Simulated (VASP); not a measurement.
# SiC (pbesol) (Fm-3m) in VASP: further runs

The runs below take SiC (pbesol) through single point, with PBEsol.

Everything below comes from runs of VASP 6.6.1. Logs are shortened: lines on timing, memory, paths and dates and some standing lists are left out, and cuts for length are marked.

## Step 1: The cell of the first run

Symmetry: Fm-3m, No. 225, cubic system. Conventional cell: a = 3.786 Å, b = 3.786 Å, c = 3.786 Å, α = 90.00°, β = 90.00°, γ = 90.00°. C (site symmetry m-3m) has 6 Si at 1.89 Å within 2.5 Å. Within 2.5 Å of Si (site symmetry m-3m) lie 6 C at 1.89 Å.

## Step 2: Single point, PBEsol

Contents of INCAR:

```
SYSTEM = SiC
  PREC = Accurate
  ENCUT = 600
  EDIFF = 1E-6
  ISMEAR = 0
  SIGMA = 0.02
  LREAL = .False.
  LASPH = .True.
  NELM = 120
  ALGO = Normal
  ISIF = 2
  LWAVE = .False.
  LCHARG = .True.
  GGA = PS
  LELF = .True.
  LVHAR = .True.
  NBANDS = 11
  GGA_COMPAT = .False.
```

Contents of KPOINTS:

```
Automatic mesh
0
Gamma
  16 16 16
  0 0 0
```

Contents of POSCAR:

```
SiC
1.0
    0.0000000000      1.8927670880      1.8927670880
    1.8927670880      0.0000000000      1.8927670880
    1.8927670880      1.8927670880      0.0000000000
C Si
1 1
Direct
    0.0000000000      0.0000000000      0.0000000000
    0.5000000000      0.5000000000      0.5000000000
```

Potentials or basis: VASP PAW PBE potentials, release 64 (C, Si).

Launch:

```bash
> cat potpaw_PBE.64/C/POTCAR potpaw_PBE.64/Si/POTCAR > POTCAR
> mpirun -np 1 vasp_std > vasp.out
```

OUTCAR:

```text
SYSTEM = SiC
   PREC = Accurate
   ENCUT = 600
   EDIFF = 1E-6
   ISMEAR = 0
   LREAL = .False.
   LASPH = .True.
   NELM = 120
   ISIF = 2
   GGA = PS

 ion  position               nearest neighbor table
   1  0.000  0.000  0.000-   2 1.89   2 1.89   2 1.89   2 1.89   2 1.89   2 1.89
   2  0.500  0.500  0.500-   1 1.89   1 1.89   1 1.89   1 1.89   1 1.89   1 1.89

  LATTYP: Found a face centered cubic cell.
 ALAT       =     3.7855341760

  Lattice vectors:

 A1 = (   0.0000000000,   1.8927670880,   1.8927670880)
 A2 = (   1.8927670880,   0.0000000000,   1.8927670880)
 A3 = (   1.8927670880,   1.8927670880,   0.0000000000)

Analysis of symmetry for initial positions (statically):
=====================================================================
 Subroutine PRICEL returns:
 Original cell was already a primitive cell.

 Routine SETGRP: Setting up the symmetry group for a
 face centered cubic supercell.

 Subroutine GETGRP returns: Found 48 space group operations
 (whereof 48 operations were pure point group operations)
 out of a pool of 48 trial point group operations.

The static configuration has the point symmetry O_h .

Analysis of symmetry for dynamics (positions and initial velocities):
=====================================================================
 Subroutine PRICEL returns:
 Original cell was already a primitive cell.

 Routine SETGRP: Setting up the symmetry group for a
 face centered cubic supercell.

 Subroutine GETGRP returns: Found 48 space group operations
 (whereof 48 operations were pure point group operations)
 out of a pool of 48 trial point group operations.

The dynamic configuration has the point symmetry O_h .

 Subroutine INISYM returns: Found 48 space group operations
 (whereof 48 operations are pure point group operations),
 and found     1 'primitive' translations

----------------------------------------------------------------------------------------

                                     Primitive cell

  volume of cell :      13.5619

  direct lattice vectors                    reciprocal lattice vectors
     0.000000000  1.892767088  1.892767088    -0.264163511  0.264163511  0.264163511
     1.892767088  0.000000000  1.892767088     0.264163511 -0.264163511  0.264163511
     1.892767088  1.892767088  0.000000000     0.264163511  0.264163511 -0.264163511

  length of vectors
     2.676776886  2.676776886  2.676776886     0.457544623  0.457544623  0.457544623

  position of ions in fractional coordinates (direct lattice)
     0.000000000  0.000000000  0.000000000
[... 88 lines left out ...]
   PSTRESS=    0.0 pullay stress
   NELECT =       8.0000    total number of electrons
   NUPDOWN=      -1.0000    fix difference up-down
   EMIN   =  10.00;   EMAX   =-10.00  energy-range for DOS
   EFERMI =   0.00;   METHOD = LEGACY
   ISMEAR =     0;   SIGMA  =   0.02  broadening in eV -4-tet -1-fermi 0-gaus
   EFERMI_NEDOS =   21; number of points for ismear=-14 and -15
   IALGO  =     38    algorithm
   IMIX   =      4    mixing-type and parameters
     AMIX     =   0.40;   BMIX     =  1.00
     AMIX_MAG =   1.60;   BMIX_MAG =  1.00
  volume/ion in A,a.u.               =       6.78        45.76
  Fermi-wavevector in a.u.,A,eV,Ry     =   1.372980  2.594557 25.648003  1.885075
  Thomas-Fermi vector in A             =   2.498539
   LORBIT       =      0    0 simple, 1 ext, 2 COOP (PROOUT), +10 PAW based schemes
   GGA     = PS    functional components
   LHFCALC =     F    Hartree Fock is set to
   AEXX    =    0.0000 exact exchange contribution
   IVDW    =     0    specifies the selected vdW correction
   LEPSILON=     F    determine dielectric tensor
   LRPA    =     F    only Hartree local field effects (RPA)
 non-spin polarized calculation
 Gauss-broadening in eV      SIGMA  =   0.02
  energy-cutoff  :      600.00
  volume of cell :       13.56
 maximum number of plane-waves:       469
 NGX is ok and might be reduce to    24
   NGX = 11   NGY = 11   NGZ = 11

 number of electron       8.0000000 magnetization

 Free energy of the ion-electron system (eV)
  ---------------------------------------------------
  ext. energy  EPLUGINS =         0.00000000
  ---------------------------------------------------
  free energy    TOTEN  =       -14.03050082 eV

  energy without entropy =      -14.03050082  energy(sigma->0) =      -14.03050082

 E-fermi :  15.8245     XC(G=0): -13.7145

 val. band max:       15.7317999214   @ k =  -0.0625   0.0625   0.0000
 cond. band min:      16.2569122641   @ k =   0.5000   0.5000   0.0000
 fundamental gap:      0.5251123427
 Fermi energy:        15.8245262640

 k-point     1 :       0.0000    0.0000    0.0000
  band No.  band energies     occupation
      1      -5.2755      2.00000
      2      15.7289      2.00000
      3      15.7289      2.00000
      4      15.7289      2.00000
      5      24.6225      0.00000
      6      24.6225      0.00000
      7      24.6225      0.00000
      8      27.1849      0.00000
      9      30.6292      0.00000
     10      30.6292      0.00000
     11      31.1333      0.00000
[... 309 lines left out ...]
 k-point    24 :      -0.0625    0.0625    0.0000
  band No.  band energies     occupation
      1      -4.9861      2.00000
      2      14.5355      2.00000
      3      14.9330      2.00000
      4      15.7318      2.00000
      5      24.1456      0.00000
      6      24.9394      0.00000
      7      25.4534      0.00000
      8      27.2939      0.00000
      9      27.6867      0.00000
     10      28.8606      0.00000
     11      31.3588      0.00000

 [... further k-points ...]

------------------------ aborting loop because EDIFF is reached ----------------------------------------

  FORCE on cell =-STRESS in cart. coord.  units (eV):
  Direction    XX          YY          ZZ          XY          YZ          ZX
  --------------------------------------------------------------------------------------
  -------------------------------------------------------------------------------------
  Total        6.4056012      6.4056012      6.4056012     -0.0000000     -0.0000000     -0.0000000
  in kB      756.7439498    756.7439498    756.7439498     -0.0000000     -0.0000000     -0.0000000
  external PRESSURE =     756.7439498 kB  Pullay stress =       0.0000000 kB

 VOLUME and BASIS-vectors are now :
 -----------------------------------------------------------------------------
  energy-cutoff  :      600.00
  volume of cell :       13.56
      direct lattice vectors                 reciprocal lattice vectors
     0.000000000  1.892767088  1.892767088    -0.264163511  0.264163511  0.264163511
     1.892767088  0.000000000  1.892767088     0.264163511 -0.264163511  0.264163511
     1.892767088  1.892767088  0.000000000     0.264163511  0.264163511 -0.264163511

 POSITION                                       TOTAL-FORCE (eV/Angst)
 -----------------------------------------------------------------------------------
      0.00000      0.00000      0.00000        -0.000000     -0.000000      0.000000
      1.89277      1.89277      1.89277         0.000000      0.000000     -0.000000
 -----------------------------------------------------------------------------------
    total drift:                                0.000000     -0.000000     -0.000000

  FREE ENERGIE OF THE ION-ELECTRON SYSTEM (eV)
  ---------------------------------------------------
  free  energy   TOTEN  =       -14.0305008212 eV

  energy  without entropy=      -14.0305008212  energy(sigma->0) =      -14.03050082
```

stdout:

```text
POSCAR found type information on POSCAR C Si
 POSCAR found :  2 types and       2 ions
 scaLAPACK will be used
 -----------------------------------------------------------------------------
|                                                                             |
|                                                                             |
|     You enforced a specific xc type in the INCAR file but a different       |
|     I HOPE YOU KNOW WHAT YOU ARE DOING!                                     |
|                                                                             |
 -----------------------------------------------------------------------------

 LDA part: xc-table for (Slater+PW92), standard interpolation
 POSCAR, INCAR and KPOINTS ok, starting setup
 FFT: planning ... GRIDC
 FFT: planning ... GRID_SOFT
 FFT: planning ... GRID
 WAVECAR not read
 entering main loop
```

Run time: 27 s. Hardware: 1 thread of Intel Xeon 8259CL, shared host; peak memory 0.15 GiB.

Results:

| Quantity | Value |
| --- | --- |
| Free energy | -14.0305 eV |
| Pressure | 75.7 GPa |
| Band gap on the k mesh | 0.53 eV, indirect (least direct gap 5.71 eV) |

Levels at points of the mesh, in eV from the valence-band top:
```csv
k point,band 1,band 2,band 3,band 4,band 5,band 6,band 7,band 8
"(0.00, 0.00, 0.00)",-21.01,0.00,0.00,0.00,8.89,8.89,8.89,11.45
"(0.50, 0.00, 0.00)",-14.96,-13.33,-1.67,-1.67,6.20,6.20,7.17,11.87
"(0.50, 0.50, 0.00)",-12.59,-11.84,-5.19,-5.19,0.53,1.39,17.86,17.94
```

Caveat: the PAW data sets were made with another functional, which shifts forces and pressure a little. A k mesh can miss the band edges.

## Step 3: Single point, PBEsol

Contents of INCAR:

```
ALGO = Normal
EDIFF = 1E-6
ENCUT = 600
GGA = PS
GGA_COMPAT = F
ISIF = 2
ISMEAR = 0
LASPH = T
LCHARG = T
LELF = T
LREAL = F
LVHAR = T
LWAVE = F
NBANDS = 11
NELM = 120
PREC = Accurate
SIGMA = 0.02
```

Contents of KPOINTS:

```
k-points
0
Gamma
  16 16 16
```

POSCAR is that of step 2.

Potentials or basis: VASP PAW PBE potentials, release 64 (C, Si).

Launch:

```bash
> cat potpaw_PBE.64/C/POTCAR potpaw_PBE.64/Si/POTCAR > POTCAR
> mpirun -np 1 vasp_std > vasp.out
```

OUTCAR:

```text
EDIFF = 1E-6
   ENCUT = 600
   GGA = PS
   ISIF = 2
   ISMEAR = 0
   LASPH = T
   LREAL = F
   NELM = 120
   PREC = Accurate

 ion  position               nearest neighbor table
   1  0.000  0.000  0.000-   2 1.89   2 1.89   2 1.89   2 1.89   2 1.89   2 1.89
   2  0.500  0.500  0.500-   1 1.89   1 1.89   1 1.89   1 1.89   1 1.89   1 1.89

  LATTYP: Found a face centered cubic cell.
 ALAT       =     3.7855341760

  Lattice vectors:

 A1 = (   0.0000000000,   1.8927670880,   1.8927670880)
 A2 = (   1.8927670880,   0.0000000000,   1.8927670880)
 A3 = (   1.8927670880,   1.8927670880,   0.0000000000)

Analysis of symmetry for initial positions (statically):
=====================================================================
 Subroutine PRICEL returns:
 Original cell was already a primitive cell.

 Routine SETGRP: Setting up the symmetry group for a
 face centered cubic supercell.

 Subroutine GETGRP returns: Found 48 space group operations
 (whereof 48 operations were pure point group operations)
 out of a pool of 48 trial point group operations.

The static configuration has the point symmetry O_h .

Analysis of symmetry for dynamics (positions and initial velocities):
=====================================================================
 Subroutine PRICEL returns:
 Original cell was already a primitive cell.

 Routine SETGRP: Setting up the symmetry group for a
 face centered cubic supercell.

 Subroutine GETGRP returns: Found 48 space group operations
 (whereof 48 operations were pure point group operations)
 out of a pool of 48 trial point group operations.

The dynamic configuration has the point symmetry O_h .

 Subroutine INISYM returns: Found 48 space group operations
 (whereof 48 operations are pure point group operations),
 and found     1 'primitive' translations

----------------------------------------------------------------------------------------

                                     Primitive cell

  volume of cell :      13.5619

  direct lattice vectors                    reciprocal lattice vectors
     0.000000000  1.892767088  1.892767088    -0.264163511  0.264163511  0.264163511
     1.892767088  0.000000000  1.892767088     0.264163511 -0.264163511  0.264163511
     1.892767088  1.892767088  0.000000000     0.264163511  0.264163511 -0.264163511

  length of vectors
     2.676776886  2.676776886  2.676776886     0.457544623  0.457544623  0.457544623

  position of ions in fractional coordinates (direct lattice)
     0.000000000  0.000000000  0.000000000
     0.500000000  0.500000000  0.500000000

  ion indices of the primitive-cell ions
   primitive index   ion index
                 1           1
                 2           2

----------------------------------------------------------------------------------------

 KPOINTS: k-points

Automatic generation of k-mesh.
 Grid dimensions read from file:
 generate k-points for:   16   16   16

 Generating k-lattice:

  Cartesian coordinates                     Fractional coordinates (reciprocal lattice)
    -0.016510219  0.016510219  0.016510219     0.062500000  0.000000000  0.000000000
[... 21 lines left out ...]
  0.312500  0.000000  0.000000      8.000000
[... 16 lines left out ...]
 -0.125000  0.062500  0.000000     24.000000
 -0.062500  0.062500  0.000000     12.000000
 [... further k-points ...]
   k-points           NKPTS =    145   k-points in BZ     NKDIM =    145   number of bands    NBANDS=     11
   number of dos      NEDOS =    301   number of ions     NIONS =      2
   total plane-waves  NPLWV =  13824
   dimension x,y,z NGX =    24 NGY =   24 NGZ =   24
   dimension x,y,z NGXF=    48 NGYF=   48 NGZF=   48
   ions per type =               1   1
   NGX,Y,Z   is equivalent  to a cutoff of  14.91, 14.91, 14.91 a.u.
   NGXF,Y,Z  is equivalent  to a cutoff of  29.81, 29.81, 29.81 a.u.
 SYSTEM =  unknown system
   PREC   = accura    normal or accurate (medium, high low for compatibility)
   ISTART =      0    job   : 0-new  1-cont  2-samecut
   ICHARG =      2    charge: 1-file 2-atom 10-const
   ISPIN  =      1    spin polarized calculation?
   LNONCOLLINEAR =      F non collinear calculations
   LSORBIT =      F    spin-orbit coupling
   LASPH  =      T    aspherical Exc in radial PAW
   ENCUT  =  600.0 eV  44.10 Ry    6.64 a.u.   5.35  5.35  5.35*2*pi/ulx,y,z
   NELM   =    120;   NELMIN=  2; NELMDL= -5     # of ELM steps
   EDIFF  = 0.1E-05   stopping-criterion for ELM
   LREAL  =      F    real-space projection
   EDIFFG = 0.1E-04   stopping-criterion for IOM
   NSW    =      0    number of steps for IOM
   IBRION =     -1    ionic relax: 0-MD 1-quasi-New 2-CG
   NFREE  =      0    steps in history (QN), initial steepest desc. (CG)
   ISIF   =      2    stress and relaxation
   ISYM   =      2    0-nonsym 1-usesym 2-fastsym
   POTIM  = 0.5000    time-step for ionic-motion
   TEBEG  =    0.0;   TEEND  =   0.0 temperature during run
   PSTRESS=    0.0 pullay stress
   NELECT =       8.0000    total number of electrons
   NUPDOWN=      -1.0000    fix difference up-down
   EMIN   =  10.00;   EMAX   =-10.00  energy-range for DOS
   EFERMI =   0.00;   METHOD = LEGACY
   ISMEAR =     0;   SIGMA  =   0.02  broadening in eV -4-tet -1-fermi 0-gaus
   EFERMI_NEDOS =   21; number of points for ismear=-14 and -15
   IALGO  =     38    algorithm
   IMIX   =      4    mixing-type and parameters
     AMIX     =   0.40;   BMIX     =  1.00
     AMIX_MAG =   1.60;   BMIX_MAG =  1.00
  volume/ion in A,a.u.               =       6.78        45.76
  Fermi-wavevector in a.u.,A,eV,Ry     =   1.372980  2.594557 25.648003  1.885075
  Thomas-Fermi vector in A             =   2.498539
   LORBIT       =      0    0 simple, 1 ext, 2 COOP (PROOUT), +10 PAW based schemes
   GGA     = PS    functional components
   LHFCALC =     F    Hartree Fock is set to
   AEXX    =    0.0000 exact exchange contribution
   IVDW    =     0    specifies the selected vdW correction
   LEPSILON=     F    determine dielectric tensor
   LRPA    =     F    only Hartree local field effects (RPA)
 non-spin polarized calculation
 Gauss-broadening in eV      SIGMA  =   0.02
  energy-cutoff  :      600.00
  volume of cell :       13.56
 maximum number of plane-waves:       469
 NGX is ok and might be reduce to    24
   NGX = 11   NGY = 11   NGZ = 11

 number of electron       8.0000000 magnetization

 Free energy of the ion-electron system (eV)
  ---------------------------------------------------
  ext. energy  EPLUGINS =         0.00000000
  ---------------------------------------------------
  free energy    TOTEN  =       -14.03050082 eV

  energy without entropy =      -14.03050082  energy(sigma->0) =      -14.03050082

 E-fermi :  15.8245     XC(G=0): -13.7145

 val. band max:       15.7317999214   @ k =  -0.0625   0.0625   0.0000
 cond. band min:      16.2569122641   @ k =   0.5000   0.5000   0.0000
 fundamental gap:      0.5251123427
 Fermi energy:        15.8245262640

 k-point     1 :       0.0000    0.0000    0.0000
  band No.  band energies     occupation
      1      -5.2755      2.00000
      2      15.7289      2.00000
      3      15.7289      2.00000
      4      15.7289      2.00000
      5      24.6225      0.00000
      6      24.6225      0.00000
      7      24.6225      0.00000
      8      27.1849      0.00000
      9      30.6292      0.00000
     10      30.6292      0.00000
     11      31.1333      0.00000
[... 309 lines left out ...]
 k-point    24 :      -0.0625    0.0625    0.0000
  band No.  band energies     occupation
      1      -4.9861      2.00000
      2      14.5355      2.00000
      3      14.9330      2.00000
      4      15.7318      2.00000
      5      24.1456      0.00000
      6      24.9394      0.00000
      7      25.4534      0.00000
      8      27.2939      0.00000
      9      27.6867      0.00000
     10      28.8606      0.00000
     11      31.3588      0.00000

 [... further k-points ...]

------------------------ aborting loop because EDIFF is reached ----------------------------------------

  FORCE on cell =-STRESS in cart. coord.  units (eV):
  Direction    XX          YY          ZZ          XY          YZ          ZX
  --------------------------------------------------------------------------------------
  -------------------------------------------------------------------------------------
  Total        6.4056012      6.4056012      6.4056012     -0.0000000     -0.0000000     -0.0000000
  in kB      756.7439498    756.7439498    756.7439498     -0.0000000     -0.0000000     -0.0000000
  external PRESSURE =     756.7439498 kB  Pullay stress =       0.0000000 kB

 VOLUME and BASIS-vectors are now :
 -----------------------------------------------------------------------------
  energy-cutoff  :      600.00
  volume of cell :       13.56
      direct lattice vectors                 reciprocal lattice vectors
     0.000000000  1.892767088  1.892767088    -0.264163511  0.264163511  0.264163511
     1.892767088  0.000000000  1.892767088     0.264163511 -0.264163511  0.264163511
     1.892767088  1.892767088  0.000000000     0.264163511  0.264163511 -0.264163511

 POSITION                                       TOTAL-FORCE (eV/Angst)
 -----------------------------------------------------------------------------------
      0.00000      0.00000      0.00000        -0.000000     -0.000000      0.000000
      1.89277      1.89277      1.89277         0.000000      0.000000     -0.000000
 -----------------------------------------------------------------------------------
    total drift:                                0.000000     -0.000000     -0.000000

  FREE ENERGIE OF THE ION-ELECTRON SYSTEM (eV)
  ---------------------------------------------------
  free  energy   TOTEN  =       -14.0305008212 eV

  energy  without entropy=      -14.0305008212  energy(sigma->0) =      -14.03050082
```

Wall time 27 s (1 thread of Intel Xeon 8259CL, shared host); peak memory 0.15 GiB.

Results:

- Free energy: -14.0305 eV
- Pressure: 75.7 GPa
- Band gap on the k mesh: 0.53 eV, indirect (least direct gap 5.71 eV)

Levels at points of the mesh, in eV from the valence-band top:
```tsv
k point	band 2	band 3	band 4	band 5	band 6	band 7
(0.00, 0.00, 0.00)	0.00	0.00	0.00	8.89	8.89	8.89
(0.50, 0.00, 0.00)	-13.33	-1.67	-1.67	6.20	6.20	7.17
(0.50, 0.50, 0.00)	-11.84	-5.19	-5.19	0.53	1.39	17.86
```

Caveat: the PAW data sets were made with another functional, which shifts forces and pressure a little.
